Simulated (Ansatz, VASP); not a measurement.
**SrC2 in VASP and in Ansatz**

```
Sr C
1.0
     2.61802    1.51151    2.21440
    -2.61802    1.51151    2.21440
     0.00000   -3.02303    2.21440
Sr C
1 2
Direct
  0.00000 0.00000 0.00000
  0.59156 0.59156 0.59156
  0.40844 0.40844 0.40844
```

Change from the starting cell: strain +0.040 along x and y, -0.040 along z, atoms carried along.

Alike in both runs: task single point; functional LDA; k mesh 9 × 9 × 9; occupations gaussian, width 0.05 eV; no spin polarisation.

|  | VASP | Ansatz |
| --- | --- | --- |
| version | VASP 6.6.1 | Ansatz 0.2.0 |
| potentials or method | VASP PAW LDA potentials, release 64 (Sr_sv, C), cutoff 520 eV | scalar-relativistic, plane waves, PAW |
| valence electrons in the cell | 18 | 18 |

Ansatz gave:

- gap on the k mesh at the Fermi level (eV): 1.81
- least direct gap on the mesh (eV): 2.78
- pressure (GPa): -0.5
- traceless stress, the component that is largest in VASP (GPa): 12.79
- rms of the force components (eV/Å): 1.670

**Question.** What did VASP give for the same quantities?

**Answer.** gap on the k mesh at the Fermi level (eV): 1.77; least direct gap on the mesh (eV): 2.76; pressure (GPa): -0.1; traceless stress, the component that is largest in VASP (GPa): 13.25; rms of the force components (eV/Å): 1.720.

LDA's correlation is that of Perdew and Zunger in VASP and of Perdew and Wang (1992) in Ansatz. Atom by atom the forces differ by 0.050 eV/Å (rms over components).
